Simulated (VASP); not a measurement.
Here is a VASP 6.6.1 calculation.

The input INCAR:

```
PREC = Accurate
ENCUT = 600
EDIFF = 1E-6
ISMEAR = 0
SIGMA = 0.01
LREAL = F
LASPH = T
NELM = 120
ALGO = Normal
ISIF = 2
LWAVE = F
LCHARG = F
GGA = PE
NBANDS = 15
GGA_COMPAT = F
```

The input KPOINTS:

```
Automatic mesh
0
Gamma
  8 8 8
```

The input POSCAR:

```
YN
1.0
    0.0000000000      2.4531806745      2.4531806745
    2.4531806745      0.0000000000      2.4531806745
    2.4531806745      2.4531806745      0.0000000000
Y N
1 1
Direct
    0.0000000000      0.0000000000      0.0000000000
    0.5000000000      0.5000000000      0.5000000000
```

Potentials or basis: VASP PAW PBE potentials, release 64 (Y_sv, N).

Command:

```sh
$ cat potpaw_PBE.64/Y_sv/POTCAR potpaw_PBE.64/N/POTCAR > POTCAR
$ mpirun -np 1 vasp_std > vasp.out
```

Q: Estimate the band gap on the k mesh.

A: 0.20 eV (least direct gap 0.60 eV).

Q: Predict the pressure.

A: -0.2 GPa.

Caveat: semilocal functionals underestimate gaps, and a narrow one can read as zero. A k mesh can miss the band edges.
